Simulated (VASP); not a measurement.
# Mn (Pm-3m) in VASP: further runs, part 2 of 2

VASP 6.6.1. Earlier steps stand in the parts before.

### 4 Single point, LDA, collinear spin, ferromagnetic start (6.09 Å³/atom)

This run uses another cell than the first one, of 6.09 Å³/atom.

Contents of INCAR:

```
ALGO = Normal
EDIFF = 1E-6
ENCUT = 680
GGA = CA
GGA_COMPAT = False
ISIF = 2
ISMEAR = -1
ISPIN = 2
LASPH = True
LCHARG = False
LMAXMIX = 4
LORBIT = 11
LREAL = False
LWAVE = False
MAGMOM = 3
NBANDS = 18
NELM = 200
PREC = Accurate
SIGMA = 0.1
```

Contents of KPOINTS:

```
k-points
0
Gamma
  19 19 19
```

Contents of POSCAR:

```
Mn
1.0
    1.8264358116      0.0000000000      0.0000000000
    0.0000000000      1.8264358116      0.0000000000
    0.0000000000      0.0000000000      1.8264358116
Mn
1
Direct
    0.0000000000      0.0000000000      0.0000000000
```

Potentials or basis: VASP PAW LDA potentials, release 64 (Mn_sv).

Launch:

```sh
> cat potpaw_LDA.64/Mn_sv/POTCAR > POTCAR
> mpirun -np 1 vasp_std > vasp.out
```

OUTCAR:

```text
EDIFF = 1E-6
   ENCUT = 680
   GGA = CA
   ISIF = 2
   ISMEAR = -1
   ISPIN = 2
   LASPH = True
   LORBIT = 11
   LREAL = False
   NELM = 200
   PREC = Accurate

 ion  position               nearest neighbor table
   1  0.000  0.000  0.000-

  LATTYP: Found a simple cubic cell.
 ALAT       =     1.8264358116

  Lattice vectors:

 A1 = (   1.8264358116,   0.0000000000,   0.0000000000)
 A2 = (   0.0000000000,   1.8264358116,   0.0000000000)
 A3 = (   0.0000000000,   0.0000000000,   1.8264358116)

Analysis of symmetry for initial positions (statically):
=====================================================================
 Subroutine PRICEL returns:
 Original cell was already a primitive cell.

 Routine SETGRP: Setting up the symmetry group for a
 simple cubic supercell.

 Subroutine GETGRP returns: Found 48 space group operations
 (whereof 48 operations were pure point group operations)
 out of a pool of 48 trial point group operations.

The static configuration has the point symmetry O_h .

Analysis of symmetry for dynamics (positions and initial velocities):
=====================================================================
 Subroutine PRICEL returns:
 Original cell was already a primitive cell.

 Routine SETGRP: Setting up the symmetry group for a
 simple cubic supercell.

 Subroutine GETGRP returns: Found 48 space group operations
 (whereof 48 operations were pure point group operations)
 out of a pool of 48 trial point group operations.

The dynamic configuration has the point symmetry O_h .

Analysis of structural, dynamic, and magnetic symmetry:
=====================================================================
 Subroutine PRICEL returns:
 Original cell was already a primitive cell.

 Routine SETGRP: Setting up the symmetry group for a
 simple cubic supercell.

 Subroutine GETGRP returns: Found 48 space group operations
 (whereof 48 operations were pure point group operations)
 out of a pool of 48 trial point group operations.

The overall configuration has the point symmetry O_h .

 Subroutine INISYM returns: Found 48 space group operations
 (whereof 48 operations are pure point group operations),
 and found     1 'primitive' translations

----------------------------------------------------------------------------------------

                                     Primitive cell

  volume of cell :       6.0927

  direct lattice vectors                    reciprocal lattice vectors
     1.826435812  0.000000000  0.000000000     0.547514451  0.000000000  0.000000000
     0.000000000  1.826435812  0.000000000     0.000000000  0.547514451  0.000000000
     0.000000000  0.000000000  1.826435812     0.000000000  0.000000000  0.547514451

  length of vectors
     1.826435812  1.826435812  1.826435812     0.547514451  0.547514451  0.547514451

  position of ions in fractional coordinates (direct lattice)
     0.000000000  0.000000000  0.000000000

  ion indices of the primitive-cell ions
   primitive index   ion index
                 1           1

----------------------------------------------------------------------------------------

 KPOINTS: k-points

Automatic generation of k-mesh.
 Grid dimensions read from file:
 generate k-points for:   19   19   19

 Generating k-lattice:

  Cartesian coordinates                     Fractional coordinates (reciprocal lattice)
     0.028816550  0.000000000  0.000000000     0.052631579  0.000000000  0.000000000
     0.000000000  0.028816550  0.000000000     0.000000000  0.052631579  0.000000000
     0.000000000  0.000000000  0.028816550     0.000000000  0.000000000  0.052631579

  Length of vectors
     0.028816550  0.028816550  0.028816550

  Shift w.r.t. Gamma in fractional coordinates (k-lattice)
     0.000000000  0.000000000  0.000000000

 Subroutine IBZKPT returns following result:
 ===========================================

 Found    220 irreducible k-points:

 Following reciprocal coordinates:
            Coordinates               Weight
  0.000000  0.000000  0.000000      1.000000
  0.052632  0.000000  0.000000      6.000000
  0.105263  0.000000  0.000000      6.000000
  0.157895  0.000000  0.000000      6.000000
  0.210526  0.000000  0.000000      6.000000
  0.263158  0.000000  0.000000      6.000000
[... 16 lines left out ...]
  0.263158  0.105263  0.000000     24.000000
  0.315789  0.105263  0.000000     24.000000
 [... further k-points ...]
   k-points           NKPTS =    220   k-points in BZ     NKDIM =    220   number of bands    NBANDS=     18
   number of dos      NEDOS =    301   number of ions     NIONS =      1
   total plane-waves  NPLWV =   4096
   dimension x,y,z NGX =    16 NGY =   16 NGZ =   16
   dimension x,y,z NGXF=    32 NGYF=   32 NGZF=   32
   ions per type =               1
   NGX,Y,Z   is equivalent  to a cutoff of  14.56, 14.56, 14.56 a.u.
   NGXF,Y,Z  is equivalent  to a cutoff of  29.13, 29.13, 29.13 a.u.
 SYSTEM =  unknown system
   PREC   = accura    normal or accurate (medium, high low for compatibility)
   ISTART =      0    job   : 0-new  1-cont  2-samecut
   ICHARG =      2    charge: 1-file 2-atom 10-const
   ISPIN  =      2    spin polarized calculation?
   LNONCOLLINEAR =      F non collinear calculations
   LSORBIT =      F    spin-orbit coupling
   LASPH  =      T    aspherical Exc in radial PAW
   ENCUT  =  680.0 eV  49.98 Ry    7.07 a.u.   3.88  3.88  3.88*2*pi/ulx,y,z
   NELM   =    200;   NELMIN=  2; NELMDL= -5     # of ELM steps
   EDIFF  = 0.1E-05   stopping-criterion for ELM
   LREAL  =      F    real-space projection
[... 7 lines left out ...]
   TEBEG  =    0.0;   TEEND  =   0.0 temperature during run
   PSTRESS=    0.0 pullay stress
   NELECT =      15.0000    total number of electrons
   NUPDOWN=      -1.0000    fix difference up-down
   EMIN   =  10.00;   EMAX   =-10.00  energy-range for DOS
   EFERMI =   0.00;   METHOD = LEGACY
   ISMEAR =    -1;   SIGMA  =   0.10  broadening in eV -4-tet -1-fermi 0-gaus
   EFERMI_NEDOS =   21; number of points for ismear=-14 and -15
   IALGO  =     38    algorithm
   IMIX   =      4    mixing-type and parameters
     AMIX     =   0.40;   BMIX     =  1.00
     AMIX_MAG =   1.60;   BMIX_MAG =  1.00
  volume/ion in A,a.u.               =       6.09        41.12
  Fermi-wavevector in a.u.,A,eV,Ry     =   2.210553  4.177339 66.485446  4.886542
  Thomas-Fermi vector in A             =   3.170329
   LORBIT       =     11    0 simple, 1 ext, 2 COOP (PROOUT), +10 PAW based schemes
   GGA     = CA    functional components
   LHFCALC =     F    Hartree Fock is set to
   AEXX    =    0.0000 exact exchange contribution
   IVDW    =     0    specifies the selected vdW correction
   LEPSILON=     F    determine dielectric tensor
   LRPA    =     F    only Hartree local field effects (RPA)
 spin polarized calculation
  energy-cutoff  :      680.00
  volume of cell :        6.09
 maximum number of plane-waves:       277
 NGX is ok and might be reduce to    16
   NGX =  7   NGY =  7   NGZ =  7

 number of electron      14.9999976 magnetization       0.0001670

 number of electron      14.9999976 magnetization      -0.0001036

 Free energy of the ion-electron system (eV)
  ---------------------------------------------------
  ext. energy  EPLUGINS =         0.00000000
  ---------------------------------------------------
  free energy    TOTEN  =        -4.39111873 eV

  energy without entropy =       -4.36628229  energy(sigma->0) =       -4.37870051

 E-fermi :  26.8421     XC(G=0): -18.1890

 val. band max:       26.8104316095   @ k =   0.2632   0.2105   0.1053
 cond. band min:      26.8483824241   @ k =   0.4211   0.4211   0.0526
 fundamental gap:      0.0379508146
 Fermi energy:        26.8421364046

 spin component 1

 k-point     1 :       0.0000    0.0000    0.0000
  band No.  band energies     occupation
      1     -54.2902      1.00000
      2     -19.8952      1.00000
      3     -19.8952      1.00000
      4     -19.8952      1.00000
      5      16.7864      1.00000
      6      18.2225      1.00000
[... 493 lines left out ...]
     17      78.8781      0.00000
     18      80.6928      0.00000

 [... further k-points ...]

 spin component 2

 k-point     1 :       0.0000    0.0000    0.0000
  band No.  band energies     occupation
      1     -54.2904      1.00000
      2     -19.8953      1.00000
      3     -19.8953      1.00000
      4     -19.8953      1.00000
      5      16.7863      1.00000
      6      18.2223      1.00000
[... 493 lines left out ...]
     17      78.8781      0.00000
     18      80.6927      0.00000

 [... further k-points ...]
[... 5 lines left out ...]
  --------------------------------------------------------------------------------------
  -------------------------------------------------------------------------------------
  Total       20.2101135     20.2101135     20.2101135      0.0000000      0.0000000     -0.0000000
  in kB     5314.5450408   5314.5450408   5314.5450408      0.0000000      0.0000000     -0.0000000
  external PRESSURE =    5314.5450408 kB  Pullay stress =       0.0000000 kB

 VOLUME and BASIS-vectors are now :
 -----------------------------------------------------------------------------
  energy-cutoff  :      680.00
  volume of cell :        6.09
      direct lattice vectors                 reciprocal lattice vectors
     1.826435812  0.000000000  0.000000000     0.547514451  0.000000000  0.000000000
     0.000000000  1.826435812  0.000000000     0.000000000  0.547514451  0.000000000
     0.000000000  0.000000000  1.826435812     0.000000000  0.000000000  0.547514451

 POSITION                                       TOTAL-FORCE (eV/Angst)
 -----------------------------------------------------------------------------------
      0.00000      0.00000      0.00000         0.000000      0.000000      0.000000
 -----------------------------------------------------------------------------------
    total drift:                                0.000000      0.000000      0.000000

  FREE ENERGIE OF THE ION-ELECTRON SYSTEM (eV)
  ---------------------------------------------------
  free  energy   TOTEN  =        -4.3911187324 eV

  energy  without entropy=       -4.3662822883  energy(sigma->0) =       -4.37870051

 total charge

# of ion       s       p       d       tot
------------------------------------------
    1        2.430   6.209   5.825  14.464

 magnetization (x)

# of ion       s       p       d       tot
------------------------------------------
    1        0.000  -0.000  -0.000  -0.000
```

OSZICAR:

```text
N       E                     dE             d eps       ncg     rms          rms(c)
DAV:   1     0.179303323619E+03    0.17930E+03   -0.92028E+03 18792   0.171E+03
DAV:   2     0.446912148712E+01   -0.17483E+03   -0.16038E+03 16004   0.419E+02
DAV:   3    -0.252944811983E+01   -0.69986E+01   -0.68348E+01 17904   0.981E+01
DAV:   4    -0.278242620692E+01   -0.25298E+00   -0.25194E+00 20046   0.153E+01
DAV:   5    -0.279145627596E+01   -0.90301E-02   -0.90276E-02 19380   0.261E+00    0.427E+01
DAV:   6    -0.419541121860E+01   -0.14040E+01   -0.19193E-01 22522   0.127E+01    0.177E+01
DAV:   7    -0.430186961864E+01   -0.10646E+00   -0.75487E-02 22926   0.288E+00    0.878E+00
DAV:   8    -0.437905849592E+01   -0.77189E-01   -0.26048E-02 24440   0.177E+00    0.311E+00
DAV:   9    -0.439117652265E+01   -0.12118E-01   -0.12870E-02 24034   0.103E+00    0.626E-01
DAV:  10    -0.439117834074E+01   -0.18181E-05   -0.41121E-04 23908   0.292E-01    0.431E-01
DAV:  11    -0.439111286830E+01    0.65472E-04   -0.87513E-05 24140   0.144E-01    0.744E-02
DAV:  12    -0.439111673457E+01   -0.38663E-05   -0.15567E-05 24794   0.436E-02    0.156E-02
DAV:  13    -0.439111834719E+01   -0.16126E-05   -0.11443E-06 17404   0.132E-02    0.703E-03
DAV:  14    -0.439111873241E+01   -0.38521E-06   -0.54418E-07 13920   0.628E-03
   1 F= -.43911187E+01 E0= -.43787005E+01  d E =-.248364E-01  mag=    -0.0000
```

stdout:

```text
POSCAR found type information on POSCAR Mn
 POSCAR found :  1 types and       1 ions
 scaLAPACK will be used
 LDA part: xc-table for (Slater(with rela. corr.)+CA(PZ))
 , standard interpolation
 POSCAR, INCAR and KPOINTS ok, starting setup
 FFT: planning ... GRIDC
 FFT: planning ... GRID_SOFT
 FFT: planning ... GRID
 WAVECAR not read
 entering main loop
```

Wall time 48 s (1 thread of AMD EPYC 7R13 (Zen 3), shared host); peak memory 0.13 GiB.

What came out:

```yaml
Free_energy: -4.3911 eV
Pressure: 531.5 GPa
Net_moment: 0.00 μB per cell
Valence_electrons_inside_the_program's_atomic_spheres: Mn 14.46
```

Caveat: atoms lie so close that the PAW spheres overlap strongly, which falsifies energies and pressures; the cell stands under pressure; the moments typed at the start vanished in this run.
